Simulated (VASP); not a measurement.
# ZnCu3 in VASP: single point with LDA

Aim: the single point of ZnCu3 with LDA.

Everything below comes from runs of VASP 6.6.1. Logs are shortened: lines on timing, memory, paths and dates and some standing lists are left out, and cuts for length are marked.

**1. The cell of the first run**

The cell holds a slab with vacuum, 4 atoms: a = 2.487 Å, b = 2.487 Å, c = 21.277 Å, α = 90.00°, β = 90.00°, γ = 90.00°.

**2. Single point, LDA**

Contents of INCAR:

```
SYSTEM = ZnCu3
ALGO     = Normal         ! electronic algorithm
DIPOL    = 0.5 0.5 0.500
EDIFF    = 1E-6           ! SCF threshold, eV
ENCUT    = 520            ! plane-wave cutoff, eV
IDIPOL   = 3            
ISIF     = 2              ! what is computed and relaxed
ISMEAR   = -1             ! smearing method
LASPH    = .TRUE.         ! aspherical terms in the spheres
LCHARG   = .FALSE.        ! write CHGCAR
LDIPOL   = .TRUE.       
LREAL    = .FALSE.        ! projectors in reciprocal space
LWAVE    = .FALSE.        ! write WAVECAR
NBANDS   = 30             ! bands
NELM     = 100            ! most SCF steps
PREC     = Accurate       ! precision mode
SIGMA    = 0.08           ! smearing width, eV
```

Contents of KPOINTS:

```
k-points
0
G
  15 15 1
  0 0 0
```

Contents of POSCAR:

```
ZnCu3
1.0
    2.4874897871      0.0000000000      0.0000000000
    0.0000000000      2.4874897871      0.0000000000
    0.0000000000      0.0000000000     21.2768000000
Zn Cu
1 3
Direct
    0.2500000000      0.2500000000      0.3779490877
    0.7500000000      0.7500000000      0.4582979167
    0.2500000000      0.2500000000      0.5417020740
    0.7500000000      0.7500000000      0.6220509211
```

Potentials or basis: VASP PAW LDA potentials, release 64 (Zn, Cu).

Launch:

```
cat potpaw_LDA.64/Zn/POTCAR potpaw_LDA.64/Cu/POTCAR > POTCAR
mpirun -np 1 vasp_std > vasp.out
```

OUTCAR:

```text
SYSTEM = ZnCu3
   EDIFF = 1E-6
   ENCUT = 520
   ISIF = 2
   ISMEAR = -1
   LASPH = .TRUE.
   LREAL = .FALSE.
   NELM = 100
   PREC = Accurate

 ion  position               nearest neighbor table
   1  0.250  0.250  0.378-   2 2.45   2 2.45   2 2.45   2 2.45
   2  0.750  0.750  0.458-   1 2.45   1 2.45   1 2.45   1 2.45   3 2.50   3 2.50   3 2.50   3 2.50

   3  0.250  0.250  0.542-   4 2.45   4 2.45   4 2.45   4 2.45   2 2.50   2 2.50   2 2.50   2 2.50

   4  0.750  0.750  0.622-   3 2.45   3 2.45   3 2.45   3 2.45

  LATTYP: Found a simple tetragonal cell.
 ALAT       =     2.4874897871
 C/A-ratio  =     8.5535225553

  Lattice vectors:

 A1 = (   2.4874897871,   0.0000000000,   0.0000000000)
 A2 = (   0.0000000000,   2.4874897871,   0.0000000000)
 A3 = (   0.0000000000,   0.0000000000,  21.2768000000)

Analysis of symmetry for initial positions (statically):
=====================================================================
 Subroutine PRICEL returns:
 Original cell was already a primitive cell.

 Routine SETGRP: Setting up the symmetry group for a
 simple tetragonal supercell.

 Subroutine GETGRP returns: Found  8 space group operations
 (whereof  2 operations were pure point group operations)
 out of a pool of 16 trial point group operations.

The static configuration has the point symmetry C_1h.
 The point group associated with its full space group is C_4v.

Analysis of symmetry for dynamics (positions and initial velocities):
=====================================================================
 Subroutine PRICEL returns:
 Original cell was already a primitive cell.

 Routine SETGRP: Setting up the symmetry group for a
 simple tetragonal supercell.

 Subroutine GETGRP returns: Found  8 space group operations
 (whereof  2 operations were pure point group operations)
 out of a pool of 16 trial point group operations.

The dynamic configuration has the point symmetry C_1h.
 The point group associated with its full space group is C_4v.

 Subroutine INISYM returns: Found  8 space group operations
 (whereof  2 operations are pure point group operations),
 and found     1 'primitive' translations

----------------------------------------------------------------------------------------

                                     Primitive cell

  volume of cell :     131.6524

  direct lattice vectors                    reciprocal lattice vectors
     2.487489787  0.000000000  0.000000000     0.402011701  0.000000000  0.000000000
     0.000000000  2.487489787  0.000000000     0.000000000  0.402011701  0.000000000
     0.000000000  0.000000000 21.276800000     0.000000000  0.000000000  0.046999549

  length of vectors
     2.487489787  2.487489787 21.276800000     0.402011701  0.402011701  0.046999549

  position of ions in fractional coordinates (direct lattice)
     0.250000000  0.250000000  0.377949088
     0.750000000  0.750000000  0.458297917
     0.250000000  0.250000000  0.541702074
     0.750000000  0.750000000  0.622050921

  ion indices of the primitive-cell ions
   primitive index   ion index
                 1           1
                 2           2
                 3           3
                 4           4

----------------------------------------------------------------------------------------

 KPOINTS: k-points

Automatic generation of k-mesh.
 Grid dimensions read from file:
 generate k-points for:   15   15    1

 Generating k-lattice:

  Cartesian coordinates                     Fractional coordinates (reciprocal lattice)
     0.026800780  0.000000000  0.000000000     0.066666667  0.000000000  0.000000000
     0.000000000  0.026800780  0.000000000     0.000000000  0.066666667  0.000000000
     0.000000000  0.000000000  0.046999549     0.000000000  0.000000000  1.000000000

  Length of vectors
     0.026800780  0.026800780  0.046999549

  Shift w.r.t. Gamma in fractional coordinates (k-lattice)
     0.000000000  0.000000000  0.000000000

 Subroutine IBZKPT returns following result:
 ===========================================

 Found     36 irreducible k-points:

 Following reciprocal coordinates:
            Coordinates               Weight
  0.000000  0.000000  0.000000      1.000000
  0.066667  0.000000  0.000000      4.000000
  0.133333  0.000000  0.000000      4.000000
  0.200000  0.000000  0.000000      4.000000
  0.266667  0.000000  0.000000      4.000000
  0.333333  0.000000  0.000000      4.000000
[... 16 lines left out ...]
  0.266667  0.200000  0.000000      8.000000
  0.333333  0.200000  0.000000      8.000000
 [... further k-points ...]
   k-points           NKPTS =     36   k-points in BZ     NKDIM =     36   number of bands    NBANDS=     30
   number of dos      NEDOS =    301   number of ions     NIONS =      4
   total plane-waves  NPLWV =  64000
   dimension x,y,z NGX =    20 NGY =   20 NGZ =  160
   dimension x,y,z NGXF=    40 NGYF=   40 NGZF=  320
   ions per type =               1   3
   NGX,Y,Z   is equivalent  to a cutoff of  13.37, 13.37, 12.50 a.u.
   NGXF,Y,Z  is equivalent  to a cutoff of  26.73, 26.73, 25.00 a.u.
 SYSTEM =  ZnCu3
   PREC   = accura    normal or accurate (medium, high low for compatibility)
   ISTART =      0    job   : 0-new  1-cont  2-samecut
   ICHARG =      2    charge: 1-file 2-atom 10-const
   ISPIN  =      1    spin polarized calculation?
   LNONCOLLINEAR =      F non collinear calculations
   LSORBIT =      F    spin-orbit coupling
   LASPH  =      T    aspherical Exc in radial PAW
   ENCUT  =  520.0 eV  38.22 Ry    6.18 a.u.   4.63  4.63 39.56*2*pi/ulx,y,z
   NELM   =    100;   NELMIN=  2; NELMDL= -5     # of ELM steps
   EDIFF  = 0.1E-05   stopping-criterion for ELM
   LREAL  =      F    real-space projection
   EDIFFG = 0.1E-04   stopping-criterion for IOM
   NSW    =      0    number of steps for IOM
   IBRION =     -1    ionic relax: 0-MD 1-quasi-New 2-CG
   NFREE  =      0    steps in history (QN), initial steepest desc. (CG)
   ISIF   =      2    stress and relaxation
   ISYM   =      2    0-nonsym 1-usesym 2-fastsym
   POTIM  = 0.5000    time-step for ionic-motion
   TEBEG  =    0.0;   TEEND  =   0.0 temperature during run
   PSTRESS=    0.0 pullay stress
   NELECT =      45.0000    total number of electrons
   NUPDOWN=      -1.0000    fix difference up-down
   EMIN   =  10.00;   EMAX   =-10.00  energy-range for DOS
   EFERMI =   0.00;   METHOD = LEGACY
   ISMEAR =    -1;   SIGMA  =   0.08  broadening in eV -4-tet -1-fermi 0-gaus
   EFERMI_NEDOS =   21; number of points for ismear=-14 and -15
   IALGO  =     38    algorithm
   IMIX   =      4    mixing-type and parameters
     AMIX     =   0.40;   BMIX     =  1.00
     AMIX_MAG =   1.60;   BMIX_MAG =  1.00
  volume/ion in A,a.u.               =      32.91       222.11
  Fermi-wavevector in a.u.,A,eV,Ry     =   1.144641  2.163058 17.826399  1.310203
  Thomas-Fermi vector in A             =   2.281332
   LORBIT       =      0    0 simple, 1 ext, 2 COOP (PROOUT), +10 PAW based schemes
   GGA     = CA    functional components
   LHFCALC =     F    Hartree Fock is set to
   AEXX    =    0.0000 exact exchange contribution
   IVDW    =     0    specifies the selected vdW correction
   LEPSILON=     F    determine dielectric tensor
   LRPA    =     F    only Hartree local field effects (RPA)
 non-spin polarized calculation
  energy-cutoff  :      520.00
  volume of cell :      131.65
 maximum number of plane-waves:      3597
 NGX is ok and might be reduce to    20
   NGX =  9   NGY =  9   NGZ = 79

 dipolmoment           0.000000      0.000000     -0.000000 electrons x Angstroem

 number of electron      45.0000058 magnetization

 dipolmoment           0.000000      0.000000      0.008950 electrons x Angstroem

 Free energy of the ion-electron system (eV)
  ---------------------------------------------------
  ext. energy  EPLUGINS =         0.00000000
  ---------------------------------------------------
  free energy    TOTEN  =       -14.83750680 eV

  energy without entropy =      -14.81427359  energy(sigma->0) =      -14.82589020

 E-fermi :  -0.5857     XC(G=0):  -5.5049

 val. band max:       -0.5978089990   @ k =   0.2667   0.2667   0.0000
 cond. band min:      -0.5379842561   @ k =   0.3333   0.2000   0.0000
 fundamental gap:      0.0598247429
 Fermi energy:        -0.5857070073

 k-point     1 :       0.0000    0.0000    0.0000
  band No.  band energies     occupation
      1     -10.9189      2.00000
      2      -9.4127      2.00000
      3      -9.2237      2.00000
      4      -8.5288      2.00000
      5      -7.9728      2.00000
      6      -7.9728      2.00000
[... 22 lines left out ...]
     29       5.8924      0.00000
     30       7.7536      0.00000

 k-point     2 :       0.0667    0.0000    0.0000
  band No.  band energies     occupation
      1     -10.8097      2.00000
      2      -9.3376      2.00000
      3      -9.1928      2.00000
      4      -8.4719      2.00000
      5      -8.0080      2.00000
      6      -7.9699      2.00000
[... 22 lines left out ...]
     29       5.9910      0.00000
     30       7.8631      0.00000

 k-point     3 :       0.1333    0.0000    0.0000
  band No.  band energies     occupation
      1     -10.4923      2.00000
      2      -9.2037      2.00000
      3      -9.0343      2.00000
      4      -8.3021      2.00000
      5      -8.0866      2.00000
      6      -7.9619      2.00000
[... 22 lines left out ...]
     29       6.2852      0.00000
     30       8.1907      0.00000

 k-point     4 :       0.2000    0.0000    0.0000
  band No.  band energies     occupation
      1     -10.0114      2.00000
      2      -9.0988      2.00000
      3      -8.7397      2.00000
      4      -8.2280      2.00000
      5      -7.9513      2.00000
      6      -7.9133      2.00000
[... 616 lines left out ...]
     29       7.0449      0.00000
     30       7.6528      0.00000

 k-point    23 :       0.2667    0.2000    0.0000
  band No.  band energies     occupation
      1      -8.9461      2.00000
      2      -8.6481      2.00000
      3      -8.4481      2.00000
      4      -8.2877      2.00000
      5      -8.1879      2.00000
      6      -7.5910      2.00000
[... 22 lines left out ...]
     29       7.2316      0.00000
     30       7.8203      0.00000

 k-point    24 :       0.3333    0.2000    0.0000
  band No.  band energies     occupation
      1      -8.8532      2.00000
      2      -8.6330      2.00000
      3      -8.4125      2.00000
      4      -8.3025      2.00000
      5      -8.1404      2.00000
      6      -6.9301      2.00000
[... 22 lines left out ...]
     29       7.6847      0.00000
     30       7.7501      0.00000

 [... further k-points ...]

------------------------ aborting loop because EDIFF is reached ----------------------------------------

 vacuum level on the upper side and lower side of the slab       (xc-potential included)        -0.032        -0.292

  FORCE on cell =-STRESS in cart. coord.  units (eV):
  Direction    XX          YY          ZZ          XY          YZ          ZX
  --------------------------------------------------------------------------------------
  -------------------------------------------------------------------------------------
  Total        0.3407885      0.3407885      1.2439146      0.0000000      0.0000000     -0.0000000
  in kB        4.1473107      4.1473107     15.1381294      0.0000000      0.0000000     -0.0000000
  external PRESSURE =       7.8109169 kB  Pullay stress =       0.0000000 kB

 VOLUME and BASIS-vectors are now :
 -----------------------------------------------------------------------------
  energy-cutoff  :      520.00
  volume of cell :      131.65
      direct lattice vectors                 reciprocal lattice vectors
     2.487489787  0.000000000  0.000000000     0.402011701  0.000000000  0.000000000
     0.000000000  2.487489787  0.000000000     0.000000000  0.402011701  0.000000000
     0.000000000  0.000000000 21.276800000     0.000000000  0.000000000  0.046999549

 POSITION                                       TOTAL-FORCE (eV/Angst)
 -----------------------------------------------------------------------------------
      0.62187      0.62187      8.04155        -0.000000     -0.000000     -0.649838
      1.86562      1.86562      9.75111        -0.000000      0.000000      0.595434
      0.62187      0.62187     11.52569         0.000000      0.000000      0.020852
      1.86562      1.86562     13.23525         0.000000      0.000000      0.033552
 -----------------------------------------------------------------------------------
    total drift:                               -0.000000      0.000000      0.000640

  FREE ENERGIE OF THE ION-ELECTRON SYSTEM (eV)
  ---------------------------------------------------
  free  energy   TOTEN  =       -14.8375068023 eV

  energy  without entropy=      -14.8142735928  energy(sigma->0) =      -14.82589020

 vacuum level on the upper side and lower side of the slab         4.189         3.920
```

It took 4.9 min on 1 thread of Intel Xeon 8259CL, shared host; peak memory 0.28 GiB.

What came out:

* Free energy: -14.8375 eV
* Largest force: 0.650 eV/Å
* Band gap on the k mesh: zero (an odd number of electrons rules out a gap without spin polarisation)

Forces in eV/Å, atoms in the order of the input:
```
Zn   0.000  0.000 -0.650
Cu   0.000  0.000  0.595
Cu   0.000  0.000  0.021
Cu   0.000  0.000  0.034
```

Levels at points of the mesh, in eV from the Fermi level:
| k point | band 20 | band 21 | band 22 | band 23 | band 24 | band 25 | band 26 | band 27 |
| --- | --- | --- | --- | --- | --- | --- | --- | --- |
| (0.00, 0.00, 0.00) | -2.16 | -1.71 | -1.71 | -1.59 | -1.29 | 0.64 | 4.20 | 4.70 |
